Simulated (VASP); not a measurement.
# BN (P6_3mc) in VASP: density of states with PBE

Aim: the density of states of BN with PBE.

All numbers are computed with VASP 6.6.1; they aren't measurements. Logs are shortened: lines on timing, memory, paths and dates and some standing lists are left out, and cuts for length are marked.

## Step 1: The cell of the first run

The structure is hexagonal, space group P6_3mc (No. 186). The conventional cell has a = 2.554 Å, b = 2.554 Å, c = 4.227 Å, α = 90.00°, β = 90.00°, γ = 120.00°. Within 2.1 Å of B (site symmetry 3m) lie 4 N at 1.57 to 1.58 Å. Within 2.1 Å of N (site symmetry 3m) lie 4 B at 1.57 to 1.58 Å.

## Step 2: Density of states, PBE

POSCAR

```
BN
1.0
    2.5539396017      0.0000000000      0.0000000000
   -1.2769698009      2.2117765748      0.0000000000
    0.0000000000      0.0000000000      4.2268550000
B N
2 2
Direct
    0.6666666700      0.3333333300      0.9997240000
    0.3333333300      0.6666666700      0.4997240000
    0.6666666700      0.3333333300      0.6252760000
    0.3333333300      0.6666666700      0.1252760000
```

INCAR.step1

```
PREC = Accurate ; ENCUT = 520
EDIFF = 1E-7 ; ISMEAR = 0
SIGMA = 0.05 ; LREAL = False
LASPH = True ; NELM = 80
ALGO = Normal ; ISIF = 2
LWAVE = False ; LCHARG = True
GGA = PE ; NBANDS = 16
```

KPOINTS.step1

```
regular mesh
0
Gamma
  12 12 8
```

INCAR.step2

```
PREC = Accurate ; ENCUT = 520
EDIFF = 1E-7 ; ISMEAR = -5
SIGMA = 0.05 ; LREAL = False
LASPH = True ; NELM = 80
ALGO = Normal ; ISIF = 2
LWAVE = False ; LCHARG = False
GGA = PE ; LORBIT = 11
NEDOS = 1001 ; ICHARG = 11
```

KPOINTS.step2

```
regular mesh
0
Gamma
  18 18 12
```

Potentials or basis: VASP PAW PBE potentials, release 64 (B, N).

Command:

```
cat potpaw_PBE.64/B/POTCAR potpaw_PBE.64/N/POTCAR > POTCAR
cp INCAR.step1 INCAR
cp KPOINTS.step1 KPOINTS
mpirun -np 1 vasp_std > vasp.out
cp INCAR.step2 INCAR
cp KPOINTS.step2 KPOINTS
mpirun -np 1 vasp_std > vasp.out
```

OUTCAR:

```text
PREC = Accurate
   ENCUT = 520
   EDIFF = 1E-7
   ISMEAR = -5
   LREAL = False
   LASPH = True
   NELM = 80
   ISIF = 2
   GGA = PE
   LORBIT = 11
   ICHARG = 11

 ion  position               nearest neighbor table
   1  0.667  0.333  1.000-   4 1.57   4 1.57   4 1.57   3 1.58
   2  0.333  0.667  0.500-   3 1.57   3 1.57   3 1.57   4 1.58
   3  0.667  0.333  0.625-   2 1.57   2 1.57   2 1.57   1 1.58
   4  0.333  0.667  0.125-   1 1.57   1 1.57   1 1.57   2 1.58

  LATTYP: Found a hexagonal cell.
 ALAT       =     2.5539396017
 C/A-ratio  =     1.6550332659

  Lattice vectors:

 A1 = (   2.5539396017,   0.0000000000,   0.0000000000)
 A2 = (  -1.2769698009,   2.2117765748,   0.0000000000)
 A3 = (   0.0000000000,   0.0000000000,   4.2268550000)

Analysis of symmetry for initial positions (statically):
=====================================================================
 Subroutine PRICEL returns:
 Original cell was already a primitive cell.

 Routine SETGRP: Setting up the symmetry group for a
 hexagonal supercell.

 Subroutine GETGRP returns: Found 12 space group operations
 (whereof  6 operations were pure point group operations)
 out of a pool of 24 trial point group operations.

The static configuration has the point symmetry C_3v.
 The point group associated with its full space group is C_6v.

Analysis of symmetry for dynamics (positions and initial velocities):
=====================================================================
 Subroutine PRICEL returns:
 Original cell was already a primitive cell.

 Routine SETGRP: Setting up the symmetry group for a
 hexagonal supercell.

 Subroutine GETGRP returns: Found 12 space group operations
 (whereof  6 operations were pure point group operations)
 out of a pool of 24 trial point group operations.

The dynamic configuration has the point symmetry C_3v.
 The point group associated with its full space group is C_6v.

 Subroutine INISYM returns: Found 12 space group operations
 (whereof  6 operations are pure point group operations),
 and found     1 'primitive' translations

----------------------------------------------------------------------------------------

                                     Primitive cell

  volume of cell :      23.8764

  direct lattice vectors                    reciprocal lattice vectors
     2.553939602  0.000000000  0.000000000     0.391551938  0.226062617  0.000000000
    -1.276969801  2.211776575  0.000000000     0.000000000  0.452125233  0.000000000
     0.000000000  0.000000000  4.226855000     0.000000000  0.000000000  0.236582518

  length of vectors
     2.553939602  2.553939602  4.226855000     0.452125233  0.452125233  0.236582518

  position of ions in fractional coordinates (direct lattice)
     0.666666670  0.333333330  0.999724000
     0.333333330  0.666666670  0.499724000
     0.666666670  0.333333330  0.625276000
     0.333333330  0.666666670  0.125276000

  ion indices of the primitive-cell ions
   primitive index   ion index
                 1           1
                 2           2
                 3           3
                 4           4

----------------------------------------------------------------------------------------

 KPOINTS: regular mesh

Automatic generation of k-mesh.
 Grid dimensions read from file:
 generate k-points for:   18   18   12

 Generating k-lattice:

  Cartesian coordinates                     Fractional coordinates (reciprocal lattice)
     0.021752885  0.012559034  0.000000000     0.055555556  0.000000000  0.000000000
     0.000000000  0.025118069  0.000000000     0.000000000  0.055555556  0.000000000
     0.000000000  0.000000000  0.019715210     0.000000000  0.000000000  0.083333333

  Length of vectors
     0.025118069  0.025118069  0.019715210

  Shift w.r.t. Gamma in fractional coordinates (k-lattice)
     0.000000000  0.000000000  0.000000000

 TETIRR: Found   3954 inequivalent tetrahedra from    23328

 Subroutine IBZKPT returns following result:
 ===========================================

 Found    259 irreducible k-points:

 Following reciprocal coordinates:
            Coordinates               Weight
  0.000000  0.000000  0.000000      1.000000
  0.055556 -0.000000  0.000000      6.000000
  0.111111 -0.000000  0.000000      6.000000
  0.166667 -0.000000  0.000000      6.000000
  0.222222 -0.000000  0.000000      6.000000
  0.277778  0.000000  0.000000      6.000000
[... 16 lines left out ...]
  0.333333  0.111111  0.000000     12.000000
  0.388889  0.111111  0.000000     12.000000
 [... further k-points ...]
   k-points           NKPTS =    259   k-points in BZ     NKDIM =    259   number of bands    NBANDS=     12
   number of dos      NEDOS =   1001   number of ions     NIONS =      4
   total plane-waves  NPLWV =  12800
   dimension x,y,z NGX =    20 NGY =   20 NGZ =   32
   dimension x,y,z NGXF=    40 NGYF=   40 NGZF=   64
   ions per type =               2   2
   NGX,Y,Z   is equivalent  to a cutoff of  13.02, 13.02, 12.59 a.u.
   NGXF,Y,Z  is equivalent  to a cutoff of  26.04, 26.04, 25.17 a.u.
 SYSTEM =  unknown system
   PREC   = accura    normal or accurate (medium, high low for compatibility)
   ISTART =      0    job   : 0-new  1-cont  2-samecut
   ICHARG =     11    charge: 1-file 2-atom 10-const
   ISPIN  =      1    spin polarized calculation?
   LNONCOLLINEAR =      F non collinear calculations
   LSORBIT =      F    spin-orbit coupling
   LASPH  =      T    aspherical Exc in radial PAW
   ENCUT  =  520.0 eV  38.22 Ry    6.18 a.u.   4.75  4.75  7.86*2*pi/ulx,y,z
   NELM   =     80;   NELMIN=  2; NELMDL=  0     # of ELM steps
   EDIFF  = 0.1E-06   stopping-criterion for ELM
   LREAL  =      F    real-space projection
   EDIFFG = 0.1E-05   stopping-criterion for IOM
   NSW    =      0    number of steps for IOM
   IBRION =     -1    ionic relax: 0-MD 1-quasi-New 2-CG
   NFREE  =      0    steps in history (QN), initial steepest desc. (CG)
   ISIF   =      2    stress and relaxation
   ISYM   =      2    0-nonsym 1-usesym 2-fastsym
   POTIM  = 0.5000    time-step for ionic-motion
   TEBEG  =    0.0;   TEEND  =   0.0 temperature during run
   PSTRESS=    0.0 pullay stress
   NELECT =      16.0000    total number of electrons
   NUPDOWN=      -1.0000    fix difference up-down
   EMIN   =  10.00;   EMAX   =-10.00  energy-range for DOS
   EFERMI =   0.00;   METHOD = LEGACY
   ISMEAR =    -5;   SIGMA  =   0.05  broadening in eV -4-tet -1-fermi 0-gaus
   EFERMI_NEDOS =   21; number of points for ismear=-14 and -15
   IALGO  =     38    algorithm
   IMIX   =      4    mixing-type and parameters
     AMIX     =   0.40;   BMIX     =  1.00
     AMIX_MAG =   1.60;   BMIX_MAG =  1.00
  volume/ion in A,a.u.               =       5.97        40.28
  Fermi-wavevector in a.u.,A,eV,Ry     =   1.432600  2.707222 27.923836  2.052344
  Thomas-Fermi vector in A             =   2.552210
   LORBIT       =     11    0 simple, 1 ext, 2 COOP (PROOUT), +10 PAW based schemes
   GGA     = PE    functional components
   LHFCALC =     F    Hartree Fock is set to
   AEXX    =    0.0000 exact exchange contribution
   IVDW    =     0    specifies the selected vdW correction
   LEPSILON=     F    determine dielectric tensor
   LRPA    =     F    only Hartree local field effects (RPA)
 non-spin polarized calculation
 Fermi weights with tetrahedron method with Bloechl corrections
  energy-cutoff  :      520.00
  volume of cell :       23.88
 maximum number of plane-waves:       660
 NGX is ok and might be reduce to    20

 number of electron      16.0000000 magnetization

 Free energy of the ion-electron system (eV)
  ---------------------------------------------------
  ext. energy  EPLUGINS =         0.00000000
  ---------------------------------------------------
  free energy    TOTEN  =       -34.83271128 eV

  energy without entropy =      -34.83271128  energy(sigma->0) =      -34.83271128

 E-fermi :   7.4619     XC(G=0): -12.7611

 val. band max:        7.4320232039   @ k =   0.0000   0.0000   0.0000
 cond. band min:      12.6288275012   @ k =   0.3333   0.3333   0.0000
 fundamental gap:      5.1968042973
 Fermi energy:         7.4619013232

 k-point     1 :       0.0000    0.0000    0.0000
  band No.  band energies     occupation
      1     -12.8569      2.00000
      2      -8.7569      2.00000
      3      -3.3940      2.00000
      4       5.3332      2.00000
      5       5.3332      2.00000
      6       7.1566      2.00000
      7       7.4320      2.00000
      8       7.4320      2.00000
      9      15.7664      0.00000
     10      15.7664      0.00000
     11      15.9618      0.00000
     12      16.8492      0.00000

 k-point     2 :       0.0556   -0.0000    0.0000
  band No.  band energies     occupation
      1     -12.7901      2.00000
      2      -8.7055      2.00000
      3      -3.3276      2.00000
      4       5.0159      2.00000
      5       5.2040      2.00000
      6       7.0868      2.00000
      7       7.1741      2.00000
      8       7.3618      2.00000
      9      15.6240      0.00000
     10      15.9037      0.00000
     11      16.1112      0.00000
     12      17.0706      0.00000
[... 301 lines left out ...]
 k-point    23 :       0.3333    0.1111    0.0000
  band No.  band energies     occupation
      1      -9.6910      2.00000
      2      -7.1591      2.00000
      3      -1.3665      2.00000
      4      -0.3122      2.00000
      5       0.7895      2.00000
      6       2.1282      2.00000
      7       4.0025      2.00000
      8       4.8274      2.00000
      9      14.7954      0.00000
     10      15.7429      0.00000
     11      18.2128      0.00000
     12      19.5189      0.00000

 k-point    24 :       0.3889    0.1111    0.0000
  band No.  band energies     occupation
      1      -9.0118      2.00000
      2      -7.2852      2.00000
      3      -1.7711      2.00000
      4       0.0095      2.00000
      5       0.5145      2.00000
      6       1.8087      2.00000
      7       3.3266      2.00000
      8       4.6563      2.00000
      9      14.6019      0.00000
     10      15.4858      0.00000
     11      18.3235      0.00000
     12      19.7847      0.00000

 [... further k-points ...]

------------------------ aborting loop because EDIFF is reached ----------------------------------------

  FORCE on cell =-STRESS in cart. coord.  units (eV):
  Direction    XX          YY          ZZ          XY          YZ          ZX
  --------------------------------------------------------------------------------------
  -------------------------------------------------------------------------------------
  Total        0.0663130      0.0663130     -0.0490259     -0.0000000      0.0000000      0.0000000
  in kB        4.4497975      4.4497975     -3.2897828     -0.0000000      0.0000000      0.0000000
  external PRESSURE =       1.8699374 kB  Pullay stress =       0.0000000 kB

 VOLUME and BASIS-vectors are now :
 -----------------------------------------------------------------------------
  energy-cutoff  :      520.00
  volume of cell :       23.88
      direct lattice vectors                 reciprocal lattice vectors
     2.553939602  0.000000000  0.000000000     0.391551938  0.226062617  0.000000000
    -1.276969801  2.211776575  0.000000000     0.000000000  0.452125233  0.000000000
     0.000000000  0.000000000  4.226855000     0.000000000  0.000000000  0.236582518

 POSITION                                       TOTAL-FORCE (eV/Angst)
 -----------------------------------------------------------------------------------
      1.27697      0.73726      4.22569        -0.000000      0.000000      0.014313
     -0.00000      1.47452      2.11226         0.000000     -0.000000      0.014313
      1.27697      0.73726      2.64295        -0.000000      0.000000     -0.014313
     -0.00000      1.47452      0.52952         0.000000      0.000000     -0.014313
 -----------------------------------------------------------------------------------
    total drift:                                0.000001     -0.000000     -0.000035

  FREE ENERGIE OF THE ION-ELECTRON SYSTEM (eV)
  ---------------------------------------------------
  free  energy   TOTEN  =       -34.8327112840 eV

  energy  without entropy=      -34.8327112840  energy(sigma->0) =      -34.83271128

 total charge

# of ion       s       p       d       tot
------------------------------------------
    1        0.673   1.344   0.000   2.018
    2        0.673   1.344   0.000   2.018
    3        1.214   2.753   0.000   3.967
    4        1.214   2.753   0.000   3.967
--------------------------------------------------
tot          3.775   8.195   0.000  11.970
```

Wall time 44 s (1 thread of Intel Xeon 6975P-C, shared host); peak memory 0.19 GiB.

What came out:

```
Valence electrons inside the program's atomic spheres : B 2.02; N 3.97
```

Levels at points of the mesh, in eV from the valence-band top:
| k point | band 4 | band 5 | band 6 | band 7 | band 8 | band 9 | band 10 | band 11 | band 12 |
| --- | --- | --- | --- | --- | --- | --- | --- | --- | --- |
| (0.00, 0.00, 0.00) | -2.10 | -2.10 | -0.28 | 0.00 | 0.00 | 8.33 | 8.33 | 8.53 | 9.42 |
| (0.50, 0.00, 0.00) | -7.75 | -6.86 | -4.93 | -4.37 | -2.09 | 6.68 | 7.93 | 10.55 | 11.39 |
| (0.00, 0.00, 0.50) | -5.68 | -1.16 | -1.16 | -1.16 | -1.16 | 9.41 | 9.41 | 9.88 | 9.88 |
| (0.50, 0.00, 0.50) | -9.94 | -3.73 | -3.73 | -3.55 | -3.55 | 6.55 | 6.55 | 9.97 | 9.97 |
